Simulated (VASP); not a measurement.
A run of VASP 6.6.1 is set up as follows.

File INCAR:

```
SYSTEM = Cu5Mo
PREC = Accurate
ENCUT = 600
EDIFF = 1E-6
ISMEAR = 0
SIGMA = 0.2
LREAL = .FALSE.
LASPH = .TRUE.
NELM = 120
ALGO = Normal
ISIF = 2
LWAVE = .FALSE.
LCHARG = .FALSE.
GGA = PE
NBANDS = 44
GGA_COMPAT = .FALSE.
```

File KPOINTS:

```
Automatic mesh
0
G
  6 6 2
  0 0 0
```

Contents of POSCAR:

```
Cu5Mo
1.0
    2.6415711464      0.0000000000      0.0000000000
   -1.3207855732      2.2876677186      0.0000000000
    0.0000000000      0.0000000000     12.7008144434
Cu Mo
5 1
Direct
    0.3333333333      0.6666666667      0.8225039831
    0.0000000000      0.0000000000      0.6605902862
    0.3333333333      0.6666666667      0.5000000000
    0.0000000000      0.0000000000      0.3394097138
    0.3333333333      0.6666666667      0.1774960169
    0.0000000000      0.0000000000      0.0000000000
```

Potentials or basis: VASP PAW PBE potentials, release 64 (Cu, Mo_sv).

Run with:

```sh
$ cat potpaw_PBE.64/Cu/POTCAR potpaw_PBE.64/Mo_sv/POTCAR > POTCAR
$ mpirun -np 1 vasp_std > vasp.out
```

(1) What does it give for the pressure?

(2) What does it give for the largest force?

## Answers

(1) 0.5 GPa.

(2) 0.011 eV/Å.

Caveat: the k points lie up to 0.46 Å⁻¹ apart, too coarse for converged energies and pressures of a metal.
